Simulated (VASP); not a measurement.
Here is a VASP 6.6.1 calculation.

The input INCAR:

```
SYSTEM = BaTiO3
  PREC = Accurate
  ENCUT = 520
  EDIFF = 1E-6
  ISMEAR = 0
  SIGMA = 0.01
  LREAL = .False.
  LASPH = .True.
  NELM = 150
  ALGO = Normal
  ISIF = 2
  LWAVE = .False.
  LCHARG = .False.
  LMAXMIX = 4
  LDAU = .True.
  LDAUTYPE = 2
  LDAUL = -1 2 -1
  LDAUU = 0 2 0
  LDAUJ = 0 0 0
  LDAUPRINT = 1
  GGA = PE
  IVDW = 12
  NBANDS = 28
```

File KPOINTS:

```
regular mesh
0
Gamma
  6 6 6
  0 0 0
```

POSCAR

```
BaTiO3
1.0
    3.9998000000      0.0000000000      0.0000000000
    0.0000000000      3.9998000000      0.0000000000
    0.0000000000      0.0000000000      4.0180000000
Ba Ti O
1 1 3
Direct
    0.0000000000      0.0000000000      0.0000000000
    0.5000000000      0.5000000000      0.4900000000
    0.5000000000      0.5000000000      0.0190000000
    0.5000000000      0.0000000000      0.5170000000
    0.0000000000      0.5000000000      0.5170000000
```

Potentials or basis: VASP PAW PBE potentials, release 64 (Ba_sv, Ti_sv, O).

Command:

```bash
$ cat potpaw_PBE.64/Ba_sv/POTCAR potpaw_PBE.64/Ti_sv/POTCAR potpaw_PBE.64/O/POTCAR > POTCAR
$ mpirun -np 1 vasp_std > vasp.out
```

Q: What does it give for the largest force?

A: 0.171 eV/Å.

Q: What does it give for the band gap on the k mesh?

A: 2.00 eV (least direct gap 2.30 eV).

Forces on the atoms (eV/Å):
```
Ba   0.000  0.000  0.072
Ti   0.000  0.000  0.171
O    0.000  0.000  0.005
O    0.000  0.000 -0.124
O    0.000  0.000 -0.124
```

Caveat: spin-orbit coupling is left out, which moves the levels of the heavy elements. A k mesh can miss the band edges.
